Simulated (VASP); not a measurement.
# KCl (Fm-3m) in VASP: relaxation of cell and atoms with PBEsol

Aim: the relaxation of cell and atoms of KCl with PBEsol.

Everything below comes from runs of VASP 6.6.1. Logs are shortened: lines on timing, memory, paths and dates and some standing lists are left out, and cuts for length are marked.

## (1) The cell of the first run

It takes space group Fm-3m (No. 225, cubic). The conventional cell has a = 6.293 Å, b = 6.293 Å, c = 6.293 Å, α = 90.00°, β = 90.00°, γ = 90.00°. K (site symmetry m-3m) has 6 Cl at 3.15 Å within 4.1 Å. Cl (site symmetry m-3m) has 6 K at 3.15 Å within 4.1 Å.

## (2) Relaxation of cell and atoms, PBEsol

The input, INCAR:

```
SYSTEM = KCl
PREC = Accurate
ENCUT = 600
EDIFF = 1E-7
ISMEAR = -1
SIGMA = 0.1
LREAL = .False.
LASPH = .True.
NELM = 60
ALGO = Normal
ISIF = 3
LWAVE = .False.
LCHARG = .False.
GGA = PS
IBRION = 2
NSW = 100
EDIFFG = -0.002
```

The input, KPOINTS:

```
Automatic mesh
0
Gamma
  14 14 14
  0 0 0
```

The input, POSCAR:

```
KCl
1.0
    0.0000000000      3.1464700000      3.1464700000
    3.1464700000      0.0000000000      3.1464700000
    3.1464700000      3.1464700000      0.0000000000
K Cl
1 1
Direct
    0.0000000000      0.0000000000      0.0000000000
    0.5000000000      0.5000000000      0.5000000000
```

Potentials or basis: VASP PAW PBE potentials, release 64 (K_sv, Cl).

Command:

```console
> cat potpaw_PBE.64/K_sv/POTCAR potpaw_PBE.64/Cl/POTCAR > POTCAR
> mpirun -np 1 vasp_std > vasp.out
```

OUTCAR:

```text
SYSTEM = KCl
   PREC = Accurate
   ENCUT = 600
   EDIFF = 1E-7
   ISMEAR = -1
   LREAL = .False.
   LASPH = .True.
   NELM = 60
   ISIF = 3
   GGA = PS
   IBRION = 2
   NSW = 100
   EDIFFG = -0.002

 ion  position               nearest neighbor table
   1  0.000  0.000  0.000-   2 3.15   2 3.15   2 3.15   2 3.15   2 3.15   2 3.15
   2  0.500  0.500  0.500-   1 3.15   1 3.15   1 3.15   1 3.15   1 3.15   1 3.15

  LATTYP: Found a face centered cubic cell.
 ALAT       =     6.2929400000

  Lattice vectors:

 A1 = (   0.0000000000,   3.1464700000,   3.1464700000)
 A2 = (   3.1464700000,   0.0000000000,   3.1464700000)
 A3 = (   3.1464700000,   3.1464700000,   0.0000000000)

Analysis of symmetry for initial positions (statically):
=====================================================================
 Subroutine PRICEL returns:
 Original cell was already a primitive cell.

 Routine SETGRP: Setting up the symmetry group for a
 face centered cubic supercell.

 Subroutine GETGRP returns: Found 48 space group operations
 (whereof 48 operations were pure point group operations)
 out of a pool of 48 trial point group operations.

The static configuration has the point symmetry O_h .

Analysis of symmetry for dynamics (positions and initial velocities):
=====================================================================
 Subroutine PRICEL returns:
 Original cell was already a primitive cell.

 Routine SETGRP: Setting up the symmetry group for a
 face centered cubic supercell.

 Subroutine GETGRP returns: Found 48 space group operations
 (whereof 48 operations were pure point group operations)
 out of a pool of 48 trial point group operations.

The dynamic configuration has the point symmetry O_h .

 Subroutine INISYM returns: Found 48 space group operations
 (whereof 48 operations are pure point group operations),
 and found     1 'primitive' translations

----------------------------------------------------------------------------------------

                                     Primitive cell

  volume of cell :      62.3018

  direct lattice vectors                    reciprocal lattice vectors
     0.000000000  3.146470000  3.146470000    -0.158908237  0.158908237  0.158908237
     3.146470000  0.000000000  3.146470000     0.158908237 -0.158908237  0.158908237
     3.146470000  3.146470000  0.000000000     0.158908237  0.158908237 -0.158908237

  length of vectors
     4.449780548  4.449780548  4.449780548     0.275237140  0.275237140  0.275237140

  position of ions in fractional coordinates (direct lattice)
     0.000000000  0.000000000  0.000000000
     0.500000000  0.500000000  0.500000000

  ion indices of the primitive-cell ions
   primitive index   ion index
                 1           1
                 2           2

----------------------------------------------------------------------------------------

 KPOINTS: Automatic mesh

Automatic generation of k-mesh.
 Grid dimensions read from file:
 generate k-points for:   14   14   14

 Generating k-lattice:

  Cartesian coordinates                     Fractional coordinates (reciprocal lattice)
    -0.011350588  0.011350588  0.011350588     0.071428571  0.000000000  0.000000000
     0.011350588 -0.011350588  0.011350588     0.000000000  0.071428571  0.000000000
     0.011350588  0.011350588 -0.011350588     0.000000000  0.000000000  0.071428571

  Length of vectors
     0.019659796  0.019659796  0.019659796

  Shift w.r.t. Gamma in fractional coordinates (k-lattice)
     0.000000000  0.000000000  0.000000000

 Subroutine IBZKPT returns following result:
 ===========================================

 Found    104 irreducible k-points:

 Following reciprocal coordinates:
            Coordinates               Weight
  0.000000  0.000000  0.000000      1.000000
  0.071429  0.000000  0.000000      8.000000
  0.142857  0.000000  0.000000      8.000000
  0.214286  0.000000  0.000000      8.000000
  0.285714  0.000000  0.000000      8.000000
  0.357143  0.000000  0.000000      8.000000
[... 16 lines left out ...]
  0.214286  0.142857  0.000000     24.000000
  0.285714  0.142857  0.000000     24.000000
 [... further k-points ...]
   k-points           NKPTS =    104   k-points in BZ     NKDIM =    104   number of bands    NBANDS=     12
   number of dos      NEDOS =    301   number of ions     NIONS =      2
   total plane-waves  NPLWV =  46656
   dimension x,y,z NGX =    36 NGY =   36 NGZ =   36
   dimension x,y,z NGXF=    72 NGYF=   72 NGZF=   72
   ions per type =               1   1
   NGX,Y,Z   is equivalent  to a cutoff of  13.45, 13.45, 13.45 a.u.
   NGXF,Y,Z  is equivalent  to a cutoff of  26.90, 26.90, 26.90 a.u.
 SYSTEM =  KCl
   PREC   = accura    normal or accurate (medium, high low for compatibility)
   ISTART =      0    job   : 0-new  1-cont  2-samecut
   ICHARG =      2    charge: 1-file 2-atom 10-const
   ISPIN  =      1    spin polarized calculation?
   LNONCOLLINEAR =      F non collinear calculations
   LSORBIT =      F    spin-orbit coupling
   LASPH  =      T    aspherical Exc in radial PAW
   ENCUT  =  600.0 eV  44.10 Ry    6.64 a.u.   8.89  8.89  8.89*2*pi/ulx,y,z
   NELM   =     60;   NELMIN=  2; NELMDL= -5     # of ELM steps
   EDIFF  = 0.1E-06   stopping-criterion for ELM
   LREAL  =      F    real-space projection
   EDIFFG = -.2E-02   stopping-criterion for IOM
   NSW    =    100    number of steps for IOM
   IBRION =      2    ionic relax: 0-MD 1-quasi-New 2-CG
   NFREE  =      1    steps in history (QN), initial steepest desc. (CG)
   ISIF   =      3    stress and relaxation
   ISYM   =      2    0-nonsym 1-usesym 2-fastsym
   POTIM  = 0.5000    time-step for ionic-motion
   TEBEG  =    0.0;   TEEND  =   0.0 temperature during run
   PSTRESS=    0.0 pullay stress
   NELECT =      16.0000    total number of electrons
   NUPDOWN=      -1.0000    fix difference up-down
   EMIN   =  10.00;   EMAX   =-10.00  energy-range for DOS
   EFERMI =   0.00;   METHOD = LEGACY
   ISMEAR =    -1;   SIGMA  =   0.10  broadening in eV -4-tet -1-fermi 0-gaus
   EFERMI_NEDOS =   21; number of points for ismear=-14 and -15
   IALGO  =     38    algorithm
   IMIX   =      4    mixing-type and parameters
     AMIX     =   0.40;   BMIX     =  1.00
     AMIX_MAG =   1.60;   BMIX_MAG =  1.00
  volume/ion in A,a.u.               =      31.15       210.22
  Fermi-wavevector in a.u.,A,eV,Ry     =   1.040594  1.966437 14.732871  1.082835
  Thomas-Fermi vector in A             =   2.175177
   LORBIT       =      0    0 simple, 1 ext, 2 COOP (PROOUT), +10 PAW based schemes
   GGA     = PS    functional components
   LHFCALC =     F    Hartree Fock is set to
   AEXX    =    0.0000 exact exchange contribution
   IVDW    =     0    specifies the selected vdW correction
   LEPSILON=     F    determine dielectric tensor
   LRPA    =     F    only Hartree local field effects (RPA)
 conjugate gradient relaxation of ions
 non-spin polarized calculation
  energy-cutoff  :      600.00
  volume of cell :       62.30
 maximum number of plane-waves:      2102
   NGX = 17   NGY = 17   NGZ = 17

--------------------------------------- Ionic step        1  -------------------------------------------

 number of electron      16.0000001 magnetization

 Free energy of the ion-electron system (eV)
  ---------------------------------------------------
  ext. energy  EPLUGINS =         0.00000000
  ---------------------------------------------------
  free energy    TOTEN  =        -7.02211398 eV

  energy without entropy =       -7.02211398  energy(sigma->0) =       -7.02211398

------------------------ aborting loop because EDIFF is reached ----------------------------------------

  FORCE on cell =-STRESS in cart. coord.  units (eV):
  Direction    XX          YY          ZZ          XY          YZ          ZX
  --------------------------------------------------------------------------------------
  -------------------------------------------------------------------------------------
  Total       -0.1313474     -0.1313474     -0.1313474      0.0000000      0.0000000     -0.0000000
  in kB       -3.3777792     -3.3777792     -3.3777792      0.0000000      0.0000000     -0.0000000
  external PRESSURE =      -3.3777792 kB  Pullay stress =       0.0000000 kB

 VOLUME and BASIS-vectors are now :
 -----------------------------------------------------------------------------
  energy-cutoff  :      600.00
  volume of cell :       62.30
      direct lattice vectors                 reciprocal lattice vectors
     0.000000000  3.146470000  3.146470000    -0.158908237  0.158908237  0.158908237
     3.146470000  0.000000000  3.146470000     0.158908237 -0.158908237  0.158908237
     3.146470000  3.146470000  0.000000000     0.158908237  0.158908237 -0.158908237
[... 73 lines left out ...]
 POSITION                                       TOTAL-FORCE (eV/Angst)
 -----------------------------------------------------------------------------------
      0.00000      3.12763      3.12763         0.000000      0.000000      0.000000
      3.12763      3.12763      3.12763        -0.000000     -0.000000     -0.000000
 -----------------------------------------------------------------------------------
    total drift:                               -0.000000     -0.000000      0.000000

  FREE ENERGIE OF THE ION-ELECTRON SYSTEM (eV)
  ---------------------------------------------------
  free  energy   TOTEN  =        -7.0233917349 eV

  energy  without entropy=       -7.0233917346  energy(sigma->0) =       -7.02339173

--------------------------------------- Ionic step        4  -------------------------------------------

 number of electron      16.0000002 magnetization

 Free energy of the ion-electron system (eV)
  ---------------------------------------------------
  ext. energy  EPLUGINS =         0.00000000
  ---------------------------------------------------
  free energy    TOTEN  =        -7.02339696 eV

  energy without entropy =       -7.02339696  energy(sigma->0) =       -7.02339696

 E-fermi :   0.3728     XC(G=0):  -7.8034

 val. band max:       -1.8293574879   @ k =   0.0000   0.0000   0.0000
 cond. band min:       3.2548326532   @ k =   0.0000   0.0000   0.0000
 fundamental gap:      5.0841901411
 Fermi energy:         0.3727739055

 k-point     1 :       0.0000    0.0000    0.0000
  band No.  band energies     occupation
      1     -28.8273      2.00000
      2     -13.9428      2.00000
      3     -12.3547      2.00000
      4     -12.3547      2.00000
      5     -12.3547      2.00000
      6      -1.8294      2.00000
      7      -1.8294      2.00000
      8      -1.8294      2.00000
      9       3.2548      0.00000
     10       6.4719      0.00000
     11       6.4719      0.00000
     12       6.4719      0.00000

 k-point     2 :       0.0714    0.0000    0.0000
  band No.  band energies     occupation
      1     -28.8267      2.00000
      2     -13.9535      2.00000
      3     -12.3552      2.00000
      4     -12.3552      2.00000
      5     -12.3411      2.00000
      6      -1.9008      2.00000
      7      -1.8480      2.00000
      8      -1.8480      2.00000
      9       3.3871      0.00000
     10       6.4218      0.00000
     11       6.5383      0.00000
     12       6.5383      0.00000
[... 316 lines left out ...]
 k-point    24 :       0.2857    0.1429    0.0000
  band No.  band energies     occupation
      1     -28.8201      2.00000
      2     -14.0231      2.00000
      3     -12.3755      2.00000
      4     -12.3715      2.00000
      5     -12.2402      2.00000
      6      -2.4901      2.00000
      7      -2.0200      2.00000
      8      -1.9834      2.00000
      9       4.6891      0.00000
     10       5.7170      0.00000
     11       7.6025      0.00000
     12       7.7258      0.00000

 [... further k-points ...]

------------------------ aborting loop because EDIFF is reached ----------------------------------------

  FORCE on cell =-STRESS in cart. coord.  units (eV):
  Direction    XX          YY          ZZ          XY          YZ          ZX
  --------------------------------------------------------------------------------------
  -------------------------------------------------------------------------------------
  Total        0.0003446      0.0003446      0.0003446      0.0000000      0.0000000      0.0000000
  in kB        0.0090330      0.0090330      0.0090330      0.0000000      0.0000000      0.0000000
  external PRESSURE =       0.0090330 kB  Pullay stress =       0.0000000 kB

 VOLUME and BASIS-vectors are now :
 -----------------------------------------------------------------------------
  energy-cutoff  :      600.00
  volume of cell :       61.12
      direct lattice vectors                 reciprocal lattice vectors
     0.000000000  3.126399815  3.126399815    -0.159928362  0.159928362  0.159928362
     3.126399815  0.000000000  3.126399815     0.159928362 -0.159928362  0.159928362
     3.126399815  3.126399815 -0.000000000     0.159928362  0.159928362 -0.159928362

 POSITION                                       TOTAL-FORCE (eV/Angst)
 -----------------------------------------------------------------------------------
      6.25280      3.12640      3.12640        -0.000000     -0.000000     -0.000000
      3.12640      3.12640      3.12640         0.000000      0.000000      0.000000
 -----------------------------------------------------------------------------------
    total drift:                                0.000000      0.000000      0.000000

  FREE ENERGIE OF THE ION-ELECTRON SYSTEM (eV)
  ---------------------------------------------------
  free  energy   TOTEN  =        -7.0233969639 eV

  energy  without entropy=       -7.0233969636  energy(sigma->0) =       -7.02339696

 reached required accuracy - stopping structural energy minimisation
```

It took 9.4 min on 1 thread of Oxide Virtual Turin-like, shared host; peak memory 0.24 GiB.

What came out:

```
Free energy                           : -7.0234 eV
Relaxed volume                        : 30.56 Å³/atom
Relaxed cell                          : a = 4.421 Å, b = 4.421 Å, c = 4.421 Å, α = 60.00°, β = 60.00°, γ = 60.00°
Space group after relaxing (to 0.1 Å) : Fm-3m (No. 225)
Energy gained by relaxing             : 0.6 meV/atom
Ionic steps                           : 4
Pressure after relaxing               : 0.0 GPa
Band gap on the k mesh                : 5.08 eV
```

The path:
| step | energy change (eV) | largest force (eV/Å) | pressure (GPa) | volume (Å³) |
| --- | --- | --- | --- | --- |
| 1 | 0.0000 | 0.0000 | -0.34 | 62.30 |
| 2 | -0.0010 | 0.0000 | -0.17 | 61.71 |
| 3 | -0.0013 | 0.0000 | -0.02 | 61.19 |
| 4 | -0.0013 | 0.0000 | 0.00 | 61.12 |

Final structure:
```cif
data_structure
_symmetry_space_group_name_H-M 'P 1'
_symmetry_Int_Tables_number 1
_cell_length_a 4.4214
_cell_length_b 4.4214
_cell_length_c 4.4214
_cell_angle_alpha 60.000
_cell_angle_beta 60.000
_cell_angle_gamma 60.000
_cell_volume 61.12
loop_
_atom_site_label
_atom_site_type_symbol
_atom_site_fract_x
_atom_site_fract_y
_atom_site_fract_z
_atom_site_occupancy
K1 K 0.00000 0.00000 0.00000 1
Cl1 Cl 0.50000 0.50000 0.50000 1
```

Caveat: the PAW data sets were made with another functional, which shifts forces and pressure a little. A k mesh can miss the band edges.
